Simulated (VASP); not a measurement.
Write the native input for VASP 6.6.1 that does the following.

| Property | Result |
| --- | --- |
| Task | single point |
| Functional | PBE |
| Potentials or basis | VASP PAW PBE potentials, release 64 (Mo_sv) |
| Cutoff | 520 eV |
| k mesh | 24 × 24 × 20 |
| Occupations | gaussian, width 0.15 eV |
| Spin | no spin polarisation |
| Dipole correction | no |
| Further INCAR settings | ALGO = Fast; EDIFF = 1e-06; NBANDS = 13 |

The structure of Mo lies in POSCAR:

```
Mo
1.0
    2.8126072637      0.0000000000      0.0000000000
   -1.4063036318      2.4357893412      0.0000000000
    0.0000000000      0.0000000000      2.4170195880
Mo
1
Direct
    0.0000000000      0.0000000000      0.5000000000
```

This cell differs from its parent crystal: ratio of the length along z to the lengths across it x 0.92, volume and fractional coordinates fixed.

These files were run (other wordings do the same):

INCAR

```
PREC = Accurate
ENCUT = 520
EDIFF = 1E-6
ISMEAR = 0
SIGMA = 0.15
LREAL = False
LASPH = True
NELM = 80
ALGO = Fast
ISIF = 2
LWAVE = False
LCHARG = False
GGA = PE
NBANDS = 13
```

KPOINTS

```
Automatic mesh
0
Gamma
  24 24 20
```

Potentials or basis: VASP PAW PBE potentials, release 64 (Mo_sv).

The run is started by

```bash
$ cat potpaw_PBE.64/Mo_sv/POTCAR > POTCAR
$ mpirun -np 1 vasp_std > vasp.out
```

It gave:

```yaml
Pressure: 4.8 GPa
Band_gap_on_the_k_mesh: zero (band 7 reaches 12.22 eV, above the bottom of band 8 at 10.49 eV)
```

Run time: 46 s on 1 thread of Intel(R) Xeon(R) 6975P-C (Granite Rapids) (shared host), peak memory 0.24 GiB.
